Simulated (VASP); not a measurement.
Input of a VASP 6.6.1 run:

The input INCAR:

```
ALGO = Normal ; EDIFF = 1E-6
ENCUT = 520 ; GGA = PS
ISIF = 2 ; ISMEAR = -1
LASPH = True ; LCHARG = True
LELF = True ; LREAL = False
LVHAR = True ; LWAVE = False
NBANDS = 13 ; NELM = 80
PREC = Accurate ; SIGMA = 0.05
```

The input KPOINTS:

```
k-points
0
Gamma
  8 8 8
```

POSCAR

```
Sn
1.0
   -1.8946518192      1.8946518192      1.8757053010
    1.8946518192     -1.8946518192      1.8757053010
    1.8946518192      1.8946518192     -1.8757053010
Sn
1
Direct
    0.0000000000      0.0000000000      0.0000000000
```

Potentials or basis: VASP PAW PBE potentials, release 64 (Sn_d).

Command:

```sh
$ cat potpaw_PBE.64/Sn_d/POTCAR > POTCAR
$ mpirun -np 1 vasp_std > vasp.out
```

(1) What does it give for the band gap on the k mesh?

(2) Estimate the pressure.

Answers

(1) zero (band 7 reaches 16.05 eV, above the bottom of band 8 at 5.74 eV).

(2) -1.3 GPa.

Caveat: the PAW data sets were made with another functional, which shifts forces and pressure a little; spin-orbit coupling is left out, which moves the levels of the heavy elements.
